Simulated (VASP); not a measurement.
# Sr (Fd-3m) in VASP: single point with LDA

Aim: the single point of Sr with LDA.

All numbers are computed with VASP 6.6.1; they aren't measurements. Logs are shortened: lines on timing, memory, paths and dates and some standing lists are left out, and cuts for length are marked.

## 1. The cell of the first run

It takes space group Fd-3m (No. 227, cubic). Conventional cell: a = 9.170 Å, b = 9.170 Å, c = 9.170 Å, α = 90.00°, β = 90.00°, γ = 90.00°. Sr (site symmetry -43m) has 4 Sr at 3.97 Å within 5.2 Å.

## 2. Single point, LDA

INCAR

```
SYSTEM = Sr
PREC = Accurate ; ENCUT = 520
EDIFF = 1E-6 ; ISMEAR = -1
SIGMA = 0.13605693000000002 ; LREAL = .False.
LASPH = .True. ; NELM = 80
ALGO = Normal ; ISIF = 2
LWAVE = .False. ; LCHARG = .False.
NBANDS = 17
```

KPOINTS

```
regular mesh
0
Gamma
  8 8 8
  0 0 0
```

POSCAR

```
Sr
1.0
    0.0000000000      4.5852235362      4.5852235362
    4.5852235362      0.0000000000      4.5852235362
    4.5852235362      4.5852235362      0.0000000000
Sr
2
Direct
    0.0000000000      0.0000000000      0.0000000000
    0.2500000000      0.2500000000      0.2500000000
```

Potentials or basis: VASP PAW LDA potentials, release 64 (Sr_sv).

Launch:

```console
cat potpaw_LDA.64/Sr_sv/POTCAR > POTCAR
mpirun -np 1 vasp_std > vasp.out
```

OUTCAR:

```text
SYSTEM = Sr
   PREC = Accurate
   ENCUT = 520
   EDIFF = 1E-6
   ISMEAR = -1
   LREAL = .False.
   LASPH = .True.
   NELM = 80
   ISIF = 2

 ion  position               nearest neighbor table
   1  0.000  0.000  0.000-   2 3.97   2 3.97   2 3.97   2 3.97
   2  0.250  0.250  0.250-   1 3.97   1 3.97   1 3.97   1 3.97

  LATTYP: Found a face centered cubic cell.
 ALAT       =     9.1704470724

  Lattice vectors:

 A1 = (   0.0000000000,   4.5852235362,   4.5852235362)
 A2 = (   4.5852235362,   0.0000000000,   4.5852235362)
 A3 = (   4.5852235362,   4.5852235362,   0.0000000000)

Analysis of symmetry for initial positions (statically):
=====================================================================
 Subroutine PRICEL returns:
 Original cell was already a primitive cell.

 Routine SETGRP: Setting up the symmetry group for a
 face centered cubic supercell.

 Subroutine GETGRP returns: Found 48 space group operations
 (whereof 24 operations were pure point group operations)
 out of a pool of 48 trial point group operations.

The static configuration has the point symmetry T_d .
 The point group associated with its full space group is O_h .

Analysis of symmetry for dynamics (positions and initial velocities):
=====================================================================
 Subroutine PRICEL returns:
 Original cell was already a primitive cell.

 Routine SETGRP: Setting up the symmetry group for a
 face centered cubic supercell.

 Subroutine GETGRP returns: Found 48 space group operations
 (whereof 24 operations were pure point group operations)
 out of a pool of 48 trial point group operations.

The dynamic configuration has the point symmetry T_d .
 The point group associated with its full space group is O_h .

 Subroutine INISYM returns: Found 48 space group operations
 (whereof 24 operations are pure point group operations),
 and found     1 'primitive' translations

----------------------------------------------------------------------------------------

                                     Primitive cell

  volume of cell :     192.8020

  direct lattice vectors                    reciprocal lattice vectors
     0.000000000  4.585223536  4.585223536    -0.109045938  0.109045938  0.109045938
     4.585223536  0.000000000  4.585223536     0.109045938 -0.109045938  0.109045938
     4.585223536  4.585223536  0.000000000     0.109045938  0.109045938 -0.109045938

  length of vectors
     6.484485311  6.484485311  6.484485311     0.188873104  0.188873104  0.188873104

  position of ions in fractional coordinates (direct lattice)
     0.000000000  0.000000000  0.000000000
     0.250000000  0.250000000  0.250000000

  ion indices of the primitive-cell ions
   primitive index   ion index
                 1           1
                 2           2

----------------------------------------------------------------------------------------

 KPOINTS: regular mesh

Automatic generation of k-mesh.
 Grid dimensions read from file:
 generate k-points for:    8    8    8

 Generating k-lattice:

  Cartesian coordinates                     Fractional coordinates (reciprocal lattice)
    -0.013630742  0.013630742  0.013630742     0.125000000  0.000000000  0.000000000
     0.013630742 -0.013630742  0.013630742     0.000000000  0.125000000  0.000000000
     0.013630742  0.013630742 -0.013630742     0.000000000  0.000000000  0.125000000

  Length of vectors
     0.023609138  0.023609138  0.023609138

  Shift w.r.t. Gamma in fractional coordinates (k-lattice)
     0.000000000  0.000000000  0.000000000

 Subroutine IBZKPT returns following result:
 ===========================================

 Found     29 irreducible k-points:

 Following reciprocal coordinates:
            Coordinates               Weight
  0.000000  0.000000  0.000000      1.000000
  0.125000  0.000000  0.000000      8.000000
  0.250000  0.000000  0.000000      8.000000
  0.375000  0.000000  0.000000      8.000000
  0.500000  0.000000  0.000000      4.000000
  0.125000  0.125000  0.000000      6.000000
[... 16 lines left out ...]
  0.500000  0.250000  0.125000     48.000000
 -0.375000  0.250000  0.125000     24.000000
 [... further k-points ...]
   k-points           NKPTS =     29   k-points in BZ     NKDIM =     29   number of bands    NBANDS=     17
   number of dos      NEDOS =    301   number of ions     NIONS =      2
   total plane-waves  NPLWV = 110592
   dimension x,y,z NGX =    48 NGY =   48 NGZ =   48
   dimension x,y,z NGXF=    96 NGYF=   96 NGZF=   96
   ions per type =               2
   NGX,Y,Z   is equivalent  to a cutoff of  12.31, 12.31, 12.31 a.u.
   NGXF,Y,Z  is equivalent  to a cutoff of  24.61, 24.61, 24.61 a.u.
 SYSTEM =  Sr
   PREC   = accura    normal or accurate (medium, high low for compatibility)
   ISTART =      0    job   : 0-new  1-cont  2-samecut
   ICHARG =      2    charge: 1-file 2-atom 10-const
   ISPIN  =      1    spin polarized calculation?
   LNONCOLLINEAR =      F non collinear calculations
   LSORBIT =      F    spin-orbit coupling
   LASPH  =      T    aspherical Exc in radial PAW
   ENCUT  =  520.0 eV  38.22 Ry    6.18 a.u.  12.06 12.06 12.06*2*pi/ulx,y,z
   NELM   =     80;   NELMIN=  2; NELMDL= -5     # of ELM steps
   EDIFF  = 0.1E-05   stopping-criterion for ELM
   LREAL  =      F    real-space projection
   EDIFFG = 0.1E-04   stopping-criterion for IOM
   NSW    =      0    number of steps for IOM
   IBRION =     -1    ionic relax: 0-MD 1-quasi-New 2-CG
   NFREE  =      0    steps in history (QN), initial steepest desc. (CG)
   ISIF   =      2    stress and relaxation
   ISYM   =      2    0-nonsym 1-usesym 2-fastsym
   POTIM  = 0.5000    time-step for ionic-motion
   TEBEG  =    0.0;   TEEND  =   0.0 temperature during run
   PSTRESS=    0.0 pullay stress
   NELECT =      20.0000    total number of electrons
   NUPDOWN=      -1.0000    fix difference up-down
   EMIN   =  10.00;   EMAX   =-10.00  energy-range for DOS
   EFERMI =   0.00;   METHOD = LEGACY
   ISMEAR =    -1;   SIGMA  =   0.14  broadening in eV -4-tet -1-fermi 0-gaus
   EFERMI_NEDOS =   21; number of points for ismear=-14 and -15
   IALGO  =     38    algorithm
   IMIX   =      4    mixing-type and parameters
     AMIX     =   0.40;   BMIX     =  1.00
     AMIX_MAG =   1.60;   BMIX_MAG =  1.00
  volume/ion in A,a.u.               =      96.40       650.55
  Fermi-wavevector in a.u.,A,eV,Ry     =   0.769215  1.453605  8.050451  0.591691
  Thomas-Fermi vector in A             =   1.870156
   LORBIT       =      0    0 simple, 1 ext, 2 COOP (PROOUT), +10 PAW based schemes
   GGA     = CA    functional components
   LHFCALC =     F    Hartree Fock is set to
   AEXX    =    0.0000 exact exchange contribution
   IVDW    =     0    specifies the selected vdW correction
   LEPSILON=     F    determine dielectric tensor
   LRPA    =     F    only Hartree local field effects (RPA)
 non-spin polarized calculation
  energy-cutoff  :      520.00
  volume of cell :      192.80
 maximum number of plane-waves:      5218
   NGX = 25   NGY = 25   NGZ = 25

 number of electron      20.0000000 magnetization

 Free energy of the ion-electron system (eV)
  ---------------------------------------------------
  ext. energy  EPLUGINS =         0.00000000
  ---------------------------------------------------
  free energy    TOTEN  =        -1.76786765 eV

  energy without entropy =       -1.54446131  energy(sigma->0) =       -1.65616448

 E-fermi :  -0.2427     XC(G=0):  -5.7910

 val. band max:       -0.2716784741   @ k =   0.3750   0.2500   0.0000
 cond. band min:      -0.2360286728   @ k =  -0.2500   0.3750   0.1250
 fundamental gap:      0.0356498014
 Fermi energy:        -0.2427101025

 k-point     1 :       0.0000    0.0000    0.0000
  band No.  band energies     occupation
      1     -37.5060      2.00000
      2     -37.4815      2.00000
      3     -19.6101      2.00000
      4     -19.6101      2.00000
      5     -19.6101      2.00000
      6     -19.5005      2.00000
[... 9 lines left out ...]
     16       1.2654      0.00003
     17       1.2654      0.00003

 k-point     2 :       0.1250    0.0000    0.0000
  band No.  band energies     occupation
      1     -37.5053      2.00000
      2     -37.4822      2.00000
      3     -19.6117      2.00000
      4     -19.6117      2.00000
      5     -19.6093      2.00000
      6     -19.5016      2.00000
[... 9 lines left out ...]
     16       1.2732      0.00003
     17       1.2732      0.00003

 k-point     3 :       0.2500    0.0000    0.0000
  band No.  band energies     occupation
      1     -37.5035      2.00000
      2     -37.4841      2.00000
      3     -19.6155      2.00000
      4     -19.6155      2.00000
      5     -19.6074      2.00000
      6     -19.5041      2.00000
[... 9 lines left out ...]
     16       1.3446      0.00002
     17       1.3446      0.00002

 k-point     4 :       0.3750    0.0000    0.0000
  band No.  band energies     occupation
      1     -37.5011      2.00000
      2     -37.4864      2.00000
      3     -19.6191      2.00000
      4     -19.6191      2.00000
      5     -19.6054      2.00000
      6     -19.5068      2.00000
[... 9 lines left out ...]
     16       1.5217      0.00000
     17       1.5217      0.00000

 k-point     5 :       0.5000    0.0000    0.0000
  band No.  band energies     occupation
      1     -37.4999      2.00000
      2     -37.4876      2.00000
      3     -19.6205      2.00000
      4     -19.6205      2.00000
      5     -19.6045      2.00000
      6     -19.5078      2.00000
[... 9 lines left out ...]
     16       1.6428      0.00000
     17       1.6428      0.00000

 k-point     6 :       0.1250    0.1250    0.0000
  band No.  band energies     occupation
      1     -37.5051      2.00000
      2     -37.4825      2.00000
      3     -19.6136      2.00000
      4     -19.6136      2.00000
      5     -19.6060      2.00000
      6     -19.5049      2.00000
[... 9 lines left out ...]
     16       1.2610      0.00003
     17       1.2610      0.00003

 k-point     7 :       0.2500    0.1250    0.0000
  band No.  band energies     occupation
      1     -37.5036      2.00000
      2     -37.4840      2.00000
      3     -19.6175      2.00000
      4     -19.6175      2.00000
      5     -19.6021      2.00000
      6     -19.5093      2.00000
[... 9 lines left out ...]
     16       1.2935      0.00002
     17       1.3050      0.00002

 k-point     8 :       0.3750    0.1250    0.0000
  band No.  band energies     occupation
      1     -37.5013      2.00000
      2     -37.4863      2.00000
      3     -19.6220      2.00000
      4     -19.6209      2.00000
      5     -19.5982      2.00000
      6     -19.5136      2.00000
[... 9 lines left out ...]
     16       1.4234      0.00001
     17       1.4936      0.00001
[... 203 lines left out ...]
      1     -37.4961      2.00000
      2     -37.4914      2.00000
      3     -19.6311      2.00000
      4     -19.6296      2.00000
      5     -19.5677      2.00000
      6     -19.5449      2.00000
[... 9 lines left out ...]
     16       1.3629      0.00001
     17       1.6422      0.00000

 k-point    20 :      -0.3750    0.3750    0.0000
  band No.  band energies     occupation
      1     -37.4956      2.00000
      2     -37.4920      2.00000
      3     -19.6328      2.00000
      4     -19.6279      2.00000
      5     -19.5688      2.00000
      6     -19.5435      2.00000
[... 9 lines left out ...]
     16       1.6114      0.00000
     17       1.6173      0.00000

 k-point    21 :       0.5000    0.5000    0.0000
  band No.  band energies     occupation
      1     -37.4938      2.00000
      2     -37.4938      2.00000
      3     -19.6310      2.00000
      4     -19.6310      2.00000
      5     -19.5564      2.00000
      6     -19.5564      2.00000
[... 9 lines left out ...]
     16       1.2734      0.00003
     17       1.7705      0.00000

 k-point    22 :       0.3750    0.2500    0.1250
  band No.  band energies     occupation
      1     -37.5018      2.00000
      2     -37.4858      2.00000
      3     -19.6238      2.00000
      4     -19.6198      2.00000
      5     -19.5954      2.00000
      6     -19.5163      2.00000
[... 9 lines left out ...]
     16       1.3027      0.00002
     17       1.4516      0.00001

 k-point    23 :       0.5000    0.2500    0.1250
  band No.  band energies     occupation
      1     -37.4994      2.00000
      2     -37.4881      2.00000
      3     -19.6283      2.00000
      4     -19.6230      2.00000
      5     -19.5884      2.00000
      6     -19.5236      2.00000
[... 9 lines left out ...]
     16       1.4045      0.00001
     17       1.7252      0.00000

 k-point    24 :      -0.3750    0.2500    0.1250
  band No.  band energies     occupation
      1     -37.4981      2.00000
      2     -37.4894      2.00000
      3     -19.6299      2.00000
      4     -19.6245      2.00000
      5     -19.5851      2.00000
      6     -19.5270      2.00000
[... 9 lines left out ...]
     16       1.5243      0.00000
     17       1.8026      0.00000

 [... further k-points ...]
[... 5 lines left out ...]
  --------------------------------------------------------------------------------------
  -------------------------------------------------------------------------------------
  Total       -0.0173710     -0.0173710     -0.0173710      0.0000000      0.0000000      0.0000000
  in kB       -0.1443520     -0.1443520     -0.1443520      0.0000000      0.0000000      0.0000000
  external PRESSURE =      -0.1443520 kB  Pullay stress =       0.0000000 kB

 VOLUME and BASIS-vectors are now :
 -----------------------------------------------------------------------------
  energy-cutoff  :      520.00
  volume of cell :      192.80
      direct lattice vectors                 reciprocal lattice vectors
     0.000000000  4.585223536  4.585223536    -0.109045938  0.109045938  0.109045938
     4.585223536  0.000000000  4.585223536     0.109045938 -0.109045938  0.109045938
     4.585223536  4.585223536  0.000000000     0.109045938  0.109045938 -0.109045938

 POSITION                                       TOTAL-FORCE (eV/Angst)
 -----------------------------------------------------------------------------------
      0.00000      0.00000      0.00000        -0.000000     -0.000000     -0.000000
      2.29261      2.29261      2.29261         0.000000      0.000000      0.000000
 -----------------------------------------------------------------------------------
    total drift:                               -0.000000     -0.000000     -0.000000

  FREE ENERGIE OF THE ION-ELECTRON SYSTEM (eV)
  ---------------------------------------------------
  free  energy   TOTEN  =        -1.7678676535 eV

  energy  without entropy=       -1.5444613138  energy(sigma->0) =       -1.65616448
```

It took 66 s on 1 thread of Intel Xeon Platinum 8259CL at 2.50GHz (Skylake/Cascade Lake), shared host; peak memory 0.28 GiB.

Results:

```yaml
Free_energy: -1.7679 eV
Pressure: 0.0 GPa
Band_gap_on_the_k_mesh: zero (band 10 reaches 0.49 eV, above the bottom of band 11 at -0.31 eV)
```

Levels at points of the mesh, in eV from the Fermi level:
```tsv
k point	band 6	band 7	band 8	band 9	band 10	band 11	band 12	band 13	band 14	band 15
(0.00, 0.00, 0.00)	-19.26	-19.26	-19.26	-2.78	0.73	0.73	0.73	0.86	0.86	1.51
(0.50, 0.00, 0.00)	-19.27	-19.25	-19.25	-1.79	-0.66	0.67	0.72	0.72	0.93	0.93
(0.50, 0.50, 0.00)	-19.31	-19.24	-19.24	-0.98	-0.98	0.14	0.14	0.97	0.97	1.52
```
